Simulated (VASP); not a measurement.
Input of a VASP 6.6.1 run:

Contents of INCAR:

```
PREC = Accurate ; ENCUT = 520
EDIFF = 1E-6 ; ISMEAR = 0
SIGMA = 0.15 ; LREAL = False
LASPH = True ; NELM = 150
ALGO = Normal ; ISIF = 2
LWAVE = False ; LCHARG = True
ISPIN = 2 ; MAGMOM = 4.23 0
LORBIT = 11 ; LMAXMIX = 4
GGA = PS ; LELF = True
LVHAR = True ; NBANDS = 24
```

KPOINTS

```
regular mesh
0
Gamma
  16 16 16
```

POSCAR

```
MnHg
1.0
    3.3150000000      0.0000000000      0.0000000000
    0.0000000000      3.3150000000      0.0000000000
    0.0000000000      0.0000000000      3.3150000000
Mn Hg
1 1
Direct
    0.5000000000      0.5000000000      0.5000000000
    0.0000000000      0.0000000000      0.0000000000
```

Potentials or basis: VASP PAW PBE potentials, release 64 (Mn_pv, Hg).

Command:

```bash
$ cat potpaw_PBE.64/Mn_pv/POTCAR potpaw_PBE.64/Hg/POTCAR > POTCAR
$ mpirun -np 1 vasp_std > vasp.out
```

Question: Predict the pressure.

Answer: -4.6 GPa.

Question: Predict the net moment.

Answer: 3.91 μB per cell.

Question: Estimate the site moments.

Answer: Mn +3.81; Hg -0.05 μB.

Caveat: the cell stands under tension; the PAW data sets were made with another functional, which shifts forces and pressure a little.
